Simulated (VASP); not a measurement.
Be4S:

```
CELL_PARAMETERS angstrom
-1.86742 1.86742 3.53083
1.86742 -1.86742 3.53083
1.86742 1.86742 -3.53083
ATOMIC_POSITIONS crystal
Be 0.24500 0.24500 0.00000
Be 0.75500 0.75500 0.00000
Be 0.50000 0.00000 0.50000
Be 0.00000 0.50000 0.50000
S 0.00000 0.00000 0.00000
```

The cell was generated, and may not be a known phase.

- Program: VASP 6.6.1
- Task: relaxation of cell and atoms
- Functional: PBE
- Potentials or basis: VASP PAW PBE potentials, release 64 (Be, S)
- Cutoff: 600 eV
- k mesh: 6 × 6 × 6
- Occupations: gaussian, width 0.1 eV
- Spin: no spin polarisation

At the start: pressure 37.4 GPa; volume 9.85 Å³/atom.

Where does the relaxation end?

Over 33 steps the energy falls by 675.1 meV/atom and the volume is 11.82 Å³/atom (+20.0 %); space group I4/mmm (No. 139, to 0.1 Å) before and after.

The path:
| step | energy change (eV) | largest force (eV/Å) | pressure (GPa) | volume (Å³) |
| --- | --- | --- | --- | --- |
| 1 | 0.0000 | 5.0908 | 37.41 | 49.25 |
| 2 | -1.9024 | 0.2630 | -4.84 | 67.47 |
| 3 | -2.0077 | 0.2037 | 0.76 | 62.21 |
| 4 | -2.0091 | 0.1439 | 0.11 | 62.70 |
| 5 | -2.0462 | 0.1929 | -0.57 | 62.94 |
| 6 | -2.1305 | 0.3936 | -2.23 | 63.54 |
| 7 | -2.2778 | 1.5503 | -3.53 | 64.14 |
| 8 | -1.6047 | 7.6251 | 10.03 | 62.61 |
| 9 | -2.2259 | 2.2269 | -2.72 | 64.16 |
| 10 | -2.2331 | 2.5490 | -2.34 | 64.14 |
| 11 | -2.2414 | 2.5812 | -2.36 | 64.17 |
| 12 | -2.2669 | 2.6771 | -2.40 | 64.25 |
| 13 | -2.3195 | 2.8687 | -2.41 | 64.40 |
| 14 | -2.4261 | 3.2909 | -2.23 | 64.62 |
| 15 | -2.5843 | 4.0519 | -0.29 | 64.77 |
| 16 | -1.2130 | 2.8462 | 13.42 | 63.73 |
| 17 | -2.4086 | 4.6993 | 1.19 | 64.76 |
| 18 | -2.4789 | 4.4956 | 1.11 | 64.91 |
| 19 | -2.5834 | 3.5949 | 1.45 | 65.31 |
| 20 | -2.6654 | 3.2952 | 0.73 | 65.34 |
| 21 | -2.8704 | 2.4968 | -1.19 | 65.40 |
| 22 | -3.1244 | 1.2425 | -4.17 | 65.49 |
| 23 | -3.2103 | 0.2120 | -7.39 | 65.49 |
| 24 | -3.2279 | 0.1154 | -6.81 | 65.52 |
| 25 | -3.2278 | 0.2028 | -6.63 | 65.52 |
| 26 | -3.2620 | 0.1431 | -5.94 | 64.68 |
| 27 | -3.3379 | 0.0598 | -3.60 | 62.18 |
| 28 | -3.3496 | 0.5963 | 2.49 | 57.39 |
| 29 | -3.3697 | 0.3220 | -0.58 | 59.57 |
| 30 | -3.3698 | 0.3366 | -0.42 | 59.45 |
| 31 | -3.3734 | 0.1873 | -0.22 | 59.29 |
| 32 | -3.3752 | 0.0092 | 0.06 | 59.08 |
| 33 | -3.3754 | 0.0063 | 0.01 | 59.09 |

Final structure:
```
Be S
1.0
    -2.25290    2.25290    2.91066
     2.25290   -2.25290    2.91066
     2.25290    2.25290   -2.91066
Be S
4 1
Direct
  0.33386 0.33386 0.00000
  0.66614 0.66614 0.00000
  0.50000 0.00000 0.50000
  0.00000 0.50000 0.50000
  0.00000 0.00000 0.00000
```

Caveat: the volume moved by over 15 % at a fixed basis, so the end points are rough.
